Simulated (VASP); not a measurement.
# InSe (R3m) in VASP: further runs

Aim: see how the results for InSe move with the level of theory and the settings. Levels: r2SCAN, BLYP, PBE, PBEsol. Tasks: single point.

All numbers are computed with VASP 6.6.1; they aren't measurements. Logs are shortened: lines on timing, memory, paths and dates and some standing lists are left out, and cuts for length are marked.

### Step 1. The cell of the first run

It takes space group R3m (No. 160, trigonal). Conventional cell: a = 4.000 Å, b = 4.000 Å, c = 25.320 Å, α = 90.00°, β = 90.00°, γ = 120.00°. In (site symmetry 3m) has 3 Se at 2.63 Å and 1 In at 2.82 Å within 3.5 Å. In (site symmetry 3m) has 3 Se at 2.64 Å and 1 In at 2.82 Å within 3.5 Å. Within 3.5 Å of Se (site symmetry 3m) lie 3 In at 2.63 Å. Within 3.5 Å of Se (site symmetry 3m) lie 3 In at 2.64 Å.

### Step 2. Single point, r2SCAN

POSCAR reads:

```
InSe
1.0
    2.0000000000      1.1547005384      8.4400000000
   -2.0000000000      1.1547005384      8.4400000000
    0.0000000000     -2.3094010768      8.4400000000
In Se
2 2
Direct
    0.8886000000      0.8886000000      0.8886000000
    0.0000000000      0.0000000000      0.0000000000
    0.1719000000      0.1719000000      0.1719000000
    0.3835000000      0.3835000000      0.3835000000
```

INCAR.step1 reads:

```
SYSTEM = InSe
PREC = Accurate
ENCUT = 520
ISMEAR = -1
SIGMA = 0.05
LREAL = .False.
LASPH = .True.
NELM = 60
NBANDS = 27
GGA = PE
ALGO = Normal
EDIFF = 1E-4
LWAVE = .True.
LCHARG = .False.
```

INCAR.step2 reads:

```
SYSTEM = InSe
PREC = Accurate
ENCUT = 520
EDIFF = 1E-6
ISMEAR = -1
SIGMA = 0.05
LREAL = .False.
LASPH = .True.
NELM = 60
ALGO = Normal
ISIF = 2
LWAVE = .False.
LCHARG = .True.
METAGGA = R2SCAN
LMIXTAU = .True.
LELF = .True.
LVHAR = .True.
NBANDS = 27
ISTART = 1
```

KPOINTS reads:

```
Automatic mesh
0
Gamma
  8 8 8
  0 0 0
```

Potentials or basis: VASP PAW PBE potentials, release 64 (In_d, Se).

On the command line:

```
$ cat potpaw_PBE.64/In_d/POTCAR potpaw_PBE.64/Se/POTCAR > POTCAR
$ cp INCAR.step1 INCAR
$ mpirun -np 1 vasp_std > vasp.out
$ cp INCAR.step2 INCAR
$ mpirun -np 1 vasp_std > vasp.out
```

OUTCAR:

```text
SYSTEM = InSe
   PREC = Accurate
   ENCUT = 520
   EDIFF = 1E-6
   ISMEAR = -1
   LREAL = .False.
   LASPH = .True.
   NELM = 60
   ISIF = 2
   METAGGA = R2SCAN
   ISTART = 1

 ion  position               nearest neighbor table
   1  0.889  0.889  0.889-   3 2.63   3 2.63   3 2.63   2 2.82
   2  0.000  0.000  0.000-   4 2.64   4 2.64   4 2.64   1 2.82
   3  0.172  0.172  0.172-   1 2.63   1 2.63   1 2.63
   4  0.383  0.383  0.383-   2 2.64   2 2.64   2 2.64

  LATTYP: Found a trigonal (rhomboedric) cell.
 ALAT       =     8.7502533297
 COS(alpha) =     0.8955162542

  Lattice vectors:

 A1 = (   2.0000000000,   1.1547005384,   8.4400000000)
 A2 = (  -2.0000000000,   1.1547005384,   8.4400000000)
 A3 = (   0.0000000000,  -2.3094010768,   8.4400000000)

Analysis of symmetry for initial positions (statically):
=====================================================================
 Subroutine PRICEL returns:
 Original cell was already a primitive cell.

 Routine SETGRP: Setting up the symmetry group for a
 trigonal (rhombohedral) supercell.

 Subroutine GETGRP returns: Found  6 space group operations
 (whereof  6 operations were pure point group operations)
 out of a pool of 12 trial point group operations.

The static configuration has the point symmetry C_3v.

Analysis of symmetry for dynamics (positions and initial velocities):
=====================================================================
 Subroutine PRICEL returns:
 Original cell was already a primitive cell.

 Routine SETGRP: Setting up the symmetry group for a
 trigonal (rhombohedral) supercell.

 Subroutine GETGRP returns: Found  6 space group operations
 (whereof  6 operations were pure point group operations)
 out of a pool of 12 trial point group operations.

The dynamic configuration has the point symmetry C_3v.

 Subroutine INISYM returns: Found  6 space group operations
 (whereof  6 operations are pure point group operations),
 and found     1 'primitive' translations

----------------------------------------------------------------------------------------

                                     Primitive cell

  volume of cell :     116.9481

  direct lattice vectors                    reciprocal lattice vectors
     2.000000000  1.154700538  8.440000000     0.250000000  0.144337567  0.039494471
    -2.000000000  1.154700538  8.440000000    -0.250000000  0.144337567  0.039494471
     0.000000000 -2.309401077  8.440000000     0.000000000 -0.288675135  0.039494471

  length of vectors
     8.750253330  8.750253330  8.750253330     0.291364285  0.291364285  0.291364285

  position of ions in fractional coordinates (direct lattice)
     0.888600000  0.888600000  0.888600000
     0.000000000  0.000000000  0.000000000
     0.171900000  0.171900000  0.171900000
     0.383500000  0.383500000  0.383500000

  ion indices of the primitive-cell ions
   primitive index   ion index
                 1           1
                 2           2
                 3           3
                 4           4

----------------------------------------------------------------------------------------

 KPOINTS: Automatic mesh

Automatic generation of k-mesh.
 Grid dimensions read from file:
 generate k-points for:    8    8    8

 Generating k-lattice:

  Cartesian coordinates                     Fractional coordinates (reciprocal lattice)
     0.031250000  0.018042196  0.004936809     0.125000000  0.000000000  0.000000000
    -0.031250000  0.018042196  0.004936809     0.000000000  0.125000000  0.000000000
     0.000000000 -0.036084392  0.004936809     0.000000000  0.000000000  0.125000000

  Length of vectors
     0.036420536  0.036420536  0.036420536

  Shift w.r.t. Gamma in fractional coordinates (k-lattice)
     0.000000000  0.000000000  0.000000000

 Subroutine IBZKPT returns following result:
 ===========================================

 Found     65 irreducible k-points:

 Following reciprocal coordinates:
            Coordinates               Weight
  0.000000  0.000000  0.000000      1.000000
  0.125000 -0.000000  0.000000      6.000000
  0.250000 -0.000000  0.000000      6.000000
  0.375000  0.000000  0.000000      6.000000
  0.500000 -0.000000  0.000000      3.000000
  0.125000  0.125000  0.000000      6.000000
[... 16 lines left out ...]
  0.250000  0.125000  0.125000      6.000000
  0.375000  0.125000  0.125000      6.000000
 [... further k-points ...]
   k-points           NKPTS =     65   k-points in BZ     NKDIM =     65   number of bands    NBANDS=     27
   number of dos      NEDOS =    301   number of ions     NIONS =      4
   total plane-waves  NPLWV = 343000
   dimension x,y,z NGX =    70 NGY =   70 NGZ =   70
   dimension x,y,z NGXF=   140 NGYF=  140 NGZF=  140
   ions per type =               2   2
   NGX,Y,Z   is equivalent  to a cutoff of  13.30, 13.30, 13.30 a.u.
   NGXF,Y,Z  is equivalent  to a cutoff of  26.60, 26.60, 26.60 a.u.
 SYSTEM =  InSe
[... 60 lines left out ...]
 cond. band min:       4.7324556642   @ k =   0.5000   0.5000   0.5000
 fundamental gap:      0.8584593738
 Fermi energy:         4.3139524700

 k-point     1 :       0.0000    0.0000    0.0000
  band No.  band energies     occupation
      1     -11.4017      2.00000
      2     -11.2325      2.00000
      3     -11.2325      2.00000
      4     -11.1534      2.00000
      5     -11.1534      2.00000
      6     -11.1163      2.00000
[... 19 lines left out ...]
     26       9.8185      0.00000
     27      11.9683      0.00000

 k-point     2 :       0.1250   -0.0000    0.0000
  band No.  band energies     occupation
      1     -11.4126      2.00000
      2     -11.2893      2.00000
      3     -11.2309      2.00000
      4     -11.2281      2.00000
      5     -11.1416      2.00000
      6     -11.1206      2.00000
[... 19 lines left out ...]
     26      10.1843      0.00000
     27      11.5180      0.00000

 k-point     3 :       0.2500   -0.0000    0.0000
  band No.  band energies     occupation
      1     -11.4852      2.00000
      2     -11.3630      2.00000
      3     -11.3314      2.00000
      4     -11.2215      2.00000
      5     -11.1311      2.00000
      6     -11.1133      2.00000
[... 19 lines left out ...]
     26      10.8249      0.00000
     27      11.1193      0.00000

 k-point     4 :       0.3750    0.0000    0.0000
  band No.  band energies     occupation
      1     -11.5691      2.00000
      2     -11.4610      2.00000
      3     -11.3296      2.00000
      4     -11.2195      2.00000
      5     -11.1413      2.00000
      6     -11.0857      2.00000
[... 19 lines left out ...]
     26      10.9466      0.00000
     27      11.5953      0.00000

 k-point     5 :       0.5000   -0.0000    0.0000
  band No.  band energies     occupation
      1     -11.6007      2.00000
      2     -11.4961      2.00000
      3     -11.3265      2.00000
      4     -11.2196      2.00000
      5     -11.1454      2.00000
      6     -11.0745      2.00000
[... 19 lines left out ...]
     26      10.7706      0.00000
     27      11.3672      0.00000

 k-point     6 :       0.1250    0.1250    0.0000
  band No.  band energies     occupation
      1     -11.4124      2.00000
      2     -11.2890      2.00000
      3     -11.2315      2.00000
      4     -11.2281      2.00000
      5     -11.1416      2.00000
      6     -11.1206      2.00000
[... 444 lines left out ...]
      1     -11.5923      2.00000
      2     -11.5054      2.00000
      3     -11.3256      2.00000
      4     -11.2201      2.00000
      5     -11.1453      2.00000
      6     -11.0743      2.00000
[... 19 lines left out ...]
     26      11.6178      0.00000
     27      12.2091      0.00000

 k-point    22 :       0.1250    0.1250    0.1250
  band No.  band energies     occupation
      1     -11.4016      2.00000
      2     -11.2325      2.00000
      3     -11.2325      2.00000
      4     -11.1533      2.00000
      5     -11.1533      2.00000
      6     -11.1163      2.00000
[... 19 lines left out ...]
     26       9.8384      0.00000
     27      12.0356      0.00000

 k-point    23 :       0.2500    0.1250    0.1250
  band No.  band energies     occupation
      1     -11.4119      2.00000
      2     -11.2881      2.00000
      3     -11.2332      2.00000
      4     -11.2281      2.00000
      5     -11.1416      2.00000
      6     -11.1206      2.00000
[... 19 lines left out ...]
     26      10.2554      0.00000
     27      11.5452      0.00000

 k-point    24 :       0.3750    0.1250    0.1250
  band No.  band energies     occupation
      1     -11.4822      2.00000
      2     -11.3676      2.00000
      3     -11.3301      2.00000
      4     -11.2216      2.00000
      5     -11.1311      2.00000
      6     -11.1133      2.00000
[... 19 lines left out ...]
     26      10.8453      0.00000
     27      11.3117      0.00000

 [... further k-points ...]

------------------------ aborting loop because EDIFF is reached ----------------------------------------

  FORCE on cell =-STRESS in cart. coord.  units (eV):
  Direction    XX          YY          ZZ          XY          YZ          ZX
  --------------------------------------------------------------------------------------
  -------------------------------------------------------------------------------------
  Total        1.0747549      1.0747549      0.2610046      0.0000000     -0.0000000      0.0000000
  in kB       14.7240392     14.7240392      3.5757373      0.0000000     -0.0000000      0.0000000
  external PRESSURE =      11.0079386 kB  Pullay stress =       0.0000000 kB

 VOLUME and BASIS-vectors are now :
 -----------------------------------------------------------------------------
  energy-cutoff  :      520.00
  volume of cell :      116.95
      direct lattice vectors                 reciprocal lattice vectors
     2.000000000  1.154700538  8.440000000     0.250000000  0.144337567  0.039494471
    -2.000000000  1.154700538  8.440000000    -0.250000000  0.144337567  0.039494471
     0.000000000 -2.309401077  8.440000000     0.000000000 -0.288675135  0.039494471

 POSITION                                       TOTAL-FORCE (eV/Angst)
 -----------------------------------------------------------------------------------
      0.00000      0.00000     22.49935         0.000000      0.000000      0.249998
      0.00000      0.00000      0.00000         0.000000     -0.000000     -0.233197
      0.00000      0.00000      4.35251         0.000000      0.000000     -0.042907
      0.00000      0.00000      9.71022         0.000000      0.000000      0.026105
 -----------------------------------------------------------------------------------
    total drift:                               -0.000000      0.000000      0.000218

  FREE ENERGIE OF THE ION-ELECTRON SYSTEM (eV)
  ---------------------------------------------------
  free  energy   TOTEN  =       -76.4564999830 eV

  energy  without entropy=      -76.4564990582  energy(sigma->0) =      -76.45649952
```

Run time: 76 min. Hardware: 1 thread of AMD EPYC 9R45 (Zen 5), shared host; peak memory 0.83 GiB.

What came out:

```
Free energy            : -76.4565 eV
Pressure               : 1.1 GPa
Largest force          : 0.250 eV/Å
Band gap on the k mesh : 0.86 eV
```

Forces in eV/Å, atoms in the order of the input:
```
In   0.000  0.000  0.250
In   0.000  0.000 -0.233
Se   0.000  0.000 -0.043
Se   0.000  0.000  0.026
```

Stress tensor (GPa, compression positive):
```
1.47 0.00 0.00
0.00 1.47 0.00
0.00 0.00 0.36
```

Caveat: the PAW data sets were made with another functional, which shifts forces and pressure a little; spin-orbit coupling is left out, which moves the levels of the heavy elements. r2SCAN opens gaps a little over a GGA but as a rule still falls short of measured ones.

### Step 3. Single point, BLYP

This run uses another cell than the first one, of 42.27 Å³/atom.

INCAR reads:

```
SYSTEM = InSe
AGGAC = 1.0
AGGAX = 1.0
ALDAC = 0.0
ALDAX = 1.0
ALGO = Normal
EDIFF = 1E-6
ENCUT = 520
GGA = B5
ISIF = 2
ISMEAR = -1
LASPH = .True.
LCHARG = .False.
LREAL = .False.
LWAVE = .False.
NBANDS = 27
NELM = 80
PREC = Accurate
SIGMA = 0.05
```

KPOINTS reads:

```
k-points
0
Gamma
  8 8 8
  0 0 0
```

POSCAR reads:

```
InSe
1.0
    2.1061963271      1.2160130164     11.0022957224
   -2.1061963271      1.2160130164     11.0022957224
    0.0000000000     -2.4320260328     11.0022957224
In Se
2 2
Direct
    0.9007189878      0.9007189878      0.9007189878
   -0.0120515306     -0.0120515306     -0.0120515306
    0.1962954093      0.1962954093      0.1962954093
    0.3590371336      0.3590371336      0.3590371336
```

Potentials or basis: VASP PAW PBE potentials, release 64 (In_d, Se).

On the command line:

```
$ cat potpaw_PBE.64/In_d/POTCAR potpaw_PBE.64/Se/POTCAR > POTCAR
$ mpirun -np 1 vasp_std > vasp.out
```

It took 40 min on 1 thread of Intel Xeon Platinum 8259CL at 2.50GHz (Skylake/Cascade Lake), shared host; peak memory 1.1 GiB.

Results (log left out):

```
Free energy            : -12.2033 eV
Pressure               : 0.1 GPa
Largest force          : 0.019 eV/Å
Band gap on the k mesh : 0.81 eV (least direct gap 0.87 eV)
```

Forces on the atoms (eV/Å):
```
In   0.000  0.000  0.017
In   0.000  0.000 -0.016
Se   0.000  0.000 -0.019
Se   0.000  0.000  0.017
```

Levels at points of the mesh, in eV from the valence-band top:
| k point | band 16 | band 17 | band 18 | band 19 | band 20 | band 21 | band 22 | band 23 |
| --- | --- | --- | --- | --- | --- | --- | --- | --- |
| (0.00, 0.00, 0.00) | -0.82 | -0.75 | -0.75 | -0.21 | 0.95 | 2.23 | 4.43 | 4.43 |
| (0.50, 0.00, 0.00) | -1.70 | -1.54 | -1.49 | -0.93 | 1.77 | 2.16 | 4.11 | 4.32 |
| (0.50, 0.50, 0.00) | -1.70 | -1.54 | -1.51 | -0.92 | 1.75 | 2.19 | 4.06 | 4.33 |
| (0.50, 0.50, 0.50) | -0.82 | -0.75 | -0.75 | -0.06 | 0.81 | 2.25 | 4.43 | 4.43 |

Caveat: the PAW data sets were made with another functional, which shifts forces and pressure a little; spin-orbit coupling is left out, which moves the levels of the heavy elements. A k mesh can miss the band edges.

### Step 4. Single point, PBE

INCAR reads:

```
PREC = Accurate
ENCUT = 520
EDIFF = 1E-6
ISMEAR = -1
SIGMA = 0.03
LREAL = F
LASPH = T
NELM = 100
ALGO = Normal
ISIF = 2
LWAVE = F
LCHARG = F
GGA = PE
NBANDS = 27
```

KPOINTS reads:

```
Automatic mesh
0
Gamma
  4 4 4
```

POSCAR reads:

```
InSe
1.0
    2.0000000000      1.1547005384      8.4400000000
   -2.0000000000      1.1547005384      8.4400000000
    0.0000000000     -2.3094010768      8.4400000000
In Se
2 2
Direct
    0.8886000000      0.8886000000      0.8886000000
    0.0000000000      0.0000000000      0.0000000000
    0.1719000000      0.1719000000      0.1719000000
    0.3835000000      0.3835000000      0.3835000000
```

On the command line:

```
$ cat potpaw_PBE.64/In_d/POTCAR potpaw_PBE.64/Se/POTCAR > POTCAR
$ mpirun -np 1 vasp_std > vasp.out
```

It took 3.6 min on 1 thread of Intel Xeon Platinum 8259CL at 2.50GHz (Skylake/Cascade Lake), shared host; peak memory 0.63 GiB.

It converged, with:

| Quantity | Value |
| --- | --- |
| Free energy | -14.0629 eV |
| Pressure | 3.0 GPa |
| Largest force | 0.369 eV/Å |
| Band gap on the k mesh | 0.43 eV |

Forces in eV/Å, atoms in the order of the input:
```
In   0.000  0.000  0.369
In   0.000  0.000 -0.354
Se   0.000  0.000 -0.280
Se   0.000  0.000  0.266
```

Stress tensor (GPa, compression positive):
```
3.55 0.00 0.00
0.00 3.55 0.00
0.00 0.00 1.90
```

Levels at points of the mesh, in eV from the valence-band top:
```
           k point  band 17  band 18  band 19  band 20  band 21  band 22
(0.00, 0.00, 0.00)    -1.30    -1.21    -1.21     1.68     2.09     4.38
(0.50, 0.00, 0.00)    -2.34    -2.24    -1.67     1.20     1.96     3.63
(0.50, 0.50, 0.00)    -2.50    -2.05    -1.51     1.18     1.97     3.29
(0.50, 0.50, 0.50)    -1.14    -1.14     0.00     0.43     2.15     4.30
```

Caveat: the k points lie up to 0.46 Å⁻¹ apart; spin-orbit coupling is left out, which moves the levels of the heavy elements. A k mesh can miss the band edges.

### Step 5. Single point, PBEsol (27.48 Å³/atom)

This run uses another cell than the first one, of 27.48 Å³/atom.

INCAR reads:

```
PREC = Accurate ; ENCUT = 520
EDIFF = 1E-6 ; ISMEAR = -1
SIGMA = 0.05 ; LREAL = False
LASPH = True ; NELM = 60
ALGO = Normal ; ISIF = 2
LWAVE = False ; LCHARG = False
GGA = PS ; NBANDS = 27
```

KPOINTS reads:

```
Automatic mesh
0
Gamma
  8 8 8
```

POSCAR reads:

```
InSe
1.0
    1.9591722174      1.1311286071      8.2677067576
   -1.9591722174      1.1311286071      8.2677067576
    0.0000000000     -2.2622572143      8.2677067576
In Se
2 2
Direct
    0.8886000000      0.8886000000      0.8886000000
    0.0000000000      0.0000000000      0.0000000000
    0.1719000000      0.1719000000      0.1719000000
    0.3835000000      0.3835000000      0.3835000000
```

On the command line:

```
$ cat potpaw_PBE.64/In_d/POTCAR potpaw_PBE.64/Se/POTCAR > POTCAR
$ mpirun -np 1 vasp_std > vasp.out
```

Run time: 11 min. Hardware: 1 thread of Intel Xeon Platinum 8259CL at 2.50GHz (Skylake/Cascade Lake), shared host; peak memory 0.62 GiB.

Results (log left out):

- Free energy: -15.5035 eV
- Pressure: 3.9 GPa
- Largest force: 0.623 eV/Å
- Band gap on the k mesh: 0.50 eV

Forces on the atoms (eV/Å):
```
In   0.000  0.000  0.594
In   0.000  0.000 -0.578
Se   0.000  0.000 -0.623
Se   0.000  0.000  0.606
```

Stress tensor (GPa, compression positive):
```
4.40 0.00 0.00
0.00 4.40 0.00
0.00 0.00 2.93
```

Levels at points of the mesh, in eV from the valence-band top:
| k point | band 15 | band 16 | band 17 | band 18 | band 19 | band 20 | band 21 | band 22 | band 23 | band 24 |
| --- | --- | --- | --- | --- | --- | --- | --- | --- | --- | --- |
| (0.00, 0.00, 0.00) | -1.70 | -1.39 | -1.39 | -1.29 | -1.29 | 1.77 | 2.11 | 4.42 | 4.42 | 5.21 |
| (0.50, 0.00, 0.00) | -3.76 | -2.60 | -2.54 | -2.43 | -1.82 | 1.08 | 2.01 | 3.56 | 3.93 | 4.91 |
| (0.50, 0.50, 0.00) | -3.49 | -2.90 | -2.72 | -2.22 | -1.65 | 1.14 | 1.95 | 3.17 | 3.48 | 4.43 |
| (0.50, 0.50, 0.50) | -1.47 | -1.47 | -1.20 | -1.20 | 0.00 | 0.50 | 2.12 | 4.32 | 4.32 | 5.64 |

Caveat: the cell stands under pressure; the PAW data sets were made with another functional, which shifts forces and pressure a little; spin-orbit coupling is left out, which moves the levels of the heavy elements.

### Step 6. The runs side by side

```tsv
level	cell	k mesh	smearing	gap on the mesh (eV)	pressure (GPa)	largest force (eV/Å)
r2SCAN	a = 8.750 Å, angles 26.4°, 4 atoms, atomic positions A	8 × 8 × 8	fermi-dirac 0.05 eV	0.86	1.1	0.25
BLYP	a = 11.268 Å, angles 21.5°, 4 atoms, atomic positions B	8 × 8 × 8	fermi-dirac 0.05 eV	0.81	0.1	0.02
PBE	a = 8.750 Å, angles 26.4°, 4 atoms, atomic positions A	4 × 4 × 4	fermi-dirac 0.03 eV	0.43	3.0	0.37
PBEsol	a = 8.572 Å, angles 26.4°, 4 atoms, atomic positions A	8 × 8 × 8	fermi-dirac 0.05 eV	0.50	3.9	0.62
```

Alike in all rows: task single point; potentials or basis VASP PAW PBE potentials, release 64 (In_d, Se); no spin polarisation; cutoff (eV) 520.

Caveats: some runs use coarse meshes; spin-orbit coupling is left out, which moves the levels of the heavy elements; the PAW data sets were made with another functional, which shifts forces and pressure a little (at least some runs); the cell stands under pressure (at least some runs).

Absolute energies hang on the potentials; compare differences alone.
